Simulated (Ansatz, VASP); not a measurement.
# One calculation of TaAl7N8, two programs

Contents of INCAR:

```
ALGO = Normal ; EDIFF = 1E-6
ENCUT = 520 ; GGA = PS
ISIF = 2 ; ISMEAR = 0
ISPIN = 2 ; LASPH = T
LCHARG = F ; LMAXMIX = 4
LORBIT = 11 ; LREAL = Auto
LWAVE = F ; MAGMOM = 0.47 0.01 0.01 0.01 0.01 0.01 0.01 0 0.02 0.01 0.01 0.01 0.03 0.03 0.03 0.01
NBANDS = 54 ; NELM = 150
PREC = Accurate ; SIGMA = 0.05
```

The input KPOINTS:

```
k-points
0
Gamma
  3 3 4
```

File POSCAR:

```
TaAl7N8
1.0
    6.2200009000      0.0000000000      0.0000000000
   -3.1100004000      5.3866788000      0.0000000000
    0.0000000000      0.0000000000      4.9800000000
Ta Al N
1 7 8
Direct
    0.3330903112      0.1664206200      0.9651824420
    0.3339891905      0.6668140602      0.0064893649
    0.8327069716      0.1654863856      0.0065039941
    0.8326607707      0.6668549016      0.0066238214
    0.1630942484      0.3364531099      0.4962215555
    0.1630579567      0.8260375870      0.4965067972
    0.6736226571      0.3365613990      0.4966037010
    0.6664875913      0.8330180303      0.5023796567
    0.3333535176      0.1663324130      0.4342792640
    0.3355446620      0.6675318520      0.3815086866
    0.8320094721      0.1639878084      0.3815237373
    0.8320272058      0.6675507999      0.3816338074
    0.1516853279      0.3478192094      0.8743607140
    0.1516839901      0.8036104704      0.8746884052
    0.6959129155      0.3478067664      0.8748041424
    0.6664080217      0.8330334660      0.8826825322
```

Input for Ansatz:

```yaml
crystal:
  lattice:
    - [6.2200009, 0.0, 0.0]
    - [-3.1100004, 5.3866788, 0.0]
    - [0.0, 0.0, 4.98]
  atoms:
    - { symbol: Ta, position: [0.3330903112, 0.16642062, 0.965182442], spin: 1.0 }
    - { symbol: Al, position: [0.3339891905, 0.6668140602, 0.0064893649] }
    - { symbol: Al, position: [0.8327069716, 0.1654863856, 0.0065039941] }
    - { symbol: Al, position: [0.8326607707, 0.6668549016, 0.0066238214] }
    - { symbol: Al, position: [0.1630942484, 0.3364531099, 0.4962215555] }
    - { symbol: Al, position: [0.1630579567, 0.826037587, 0.4965067972] }
    - { symbol: Al, position: [0.6736226571, 0.336561399, 0.496603701] }
    - { symbol: Al, position: [0.6664875913, 0.8330180303, 0.5023796567] }
    - { symbol: "N", position: [0.3333535176, 0.166332413, 0.434279264] }
    - { symbol: "N", position: [0.335544662, 0.667531852, 0.3815086866] }
    - { symbol: "N", position: [0.8320094721, 0.1639878084, 0.3815237373] }
    - { symbol: "N", position: [0.8320272058, 0.6675507999, 0.3816338074] }
    - { symbol: "N", position: [0.1516853279, 0.3478192094, 0.874360714] }
    - { symbol: "N", position: [0.1516839901, 0.8036104704, 0.8746884052] }
    - { symbol: "N", position: [0.6959129155, 0.3478067664, 0.8748041424] }
    - { symbol: "N", position: [0.6664080217, 0.833033466, 0.8826825322] }
basis:
  ecutwfc: 420
  ecutrho_ratio: 4
kpoints:
  mp_grid: { grid: [3, 3, 4] }
hamiltonian:
  xc: pbesol
scf:
  occupations: { method: gaussian, width: 0.05 }
  lower_state_search: "off"
  max_iter: 150
output:
  forces: true
  stress: true
  eigenvalues: true
  populations: true
  hubbard: { sites: [{ site: 0, l: d }] }
magnetization:
  spin_polarized: true
  initial_magnetization: 1.0
  spin_locking: { lock_magnetization: soft, n_iters: 12 }
```

Alike in both runs: task single point; functional PBEsol; k mesh 3 × 3 × 4; occupations gaussian, width 0.05 eV; collinear spin.

```csv
,VASP,Ansatz
version,VASP 6.6.1,Ansatz 0.2.0
potentials or method,"VASP PAW PBE potentials, release 64 (Ta_pv, Al, N), cutoff 520 eV","scalar-relativistic, plane waves, PAW"
valence electrons in the cell,72,74
```

Ansatz gave:

* gap on the k mesh at the Fermi level (eV): none
* pressure (GPa): 9.7
* traceless stress, the component that is largest in VASP (GPa): -3.78
* rms of the force components (eV/Å): 0.125
* net moment per atom (μB): 0.12
* size of the moment on the site where the two differ most (μB): 0.47

Question: Estimate VASP's values.

Answer: gap on the k mesh at the Fermi level (eV): none; pressure (GPa): 8.9; traceless stress, the component that is largest in VASP (GPa): -5.17; rms of the force components (eV/Å): 0.148; net moment per atom (μB): 0.00; size of the moment on the site where the two differ most (μB): 0.00.

The net moments are unlike, so the other rows may belong to different states. VASP's potentials were made for PBE, not for PBEsol. Site moments also hang on the region over which each program counts them. Atom by atom the forces differ by 0.076 eV/Å (rms over components). A gap of «none» marks a metal or a gap that the smearing closes. VASP's potentials hold 72 valence electrons a cell and Ansatz's 74, so a difference there can come from the potentials and not from the codes. Ansatz's warnings: stress scf threshold loose.

The k mesh is coarse, so the values compare programs but aren't converged. Spin-orbit coupling is off throughout.
